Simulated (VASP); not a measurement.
BiIr, 2 atoms in the cell. Symmetry: F-43m, No. 216, cubic system. The conventional cell has a = 6.052 Å, b = 6.052 Å, c = 6.052 Å, α = 90.00°, β = 90.00°, γ = 90.00°. Within 3.5 Å of Ir (site symmetry -43m) lie 4 Bi at 2.62 Å. Within 3.5 Å of Bi (site symmetry -43m) lie 4 Ir at 2.62 Å.  This cell differs from its parent crystal: volume scaled by 0.960.

* Program: VASP 6.6.1
* Task: single point
* Functional: PBE
* Potentials or basis: VASP PAW PBE potentials, release 64 (Ir, Bi_d)
* Cutoff: 500 eV
* k mesh: 10 × 10 × 10
* Occupations: gaussian, width 0.05 eV
* Spin: no spin polarisation
* Dipole correction: no
* Further INCAR settings: ALGO = Normal; EDIFF = 1e-06; NBANDS = 19

Potentials or basis: VASP PAW PBE potentials, release 64 (Ir, Bi_d).

Run with:

```sh
$ cat potpaw_PBE.64/Ir/POTCAR potpaw_PBE.64/Bi_d/POTCAR > POTCAR
$ mpirun -np 1 vasp_std > vasp.out
```

Hardware: 1 thread of AMD EPYC 9R45 96-Core Processor (Zen 5) (shared host).

Estimate the wall time of this run.

Run time: 19 s on 1 thread of AMD EPYC 9R45 96-Core Processor (Zen 5), on a shared host, peak memory 0.17 GiB. Counts: scf iterations 12, k points 47.
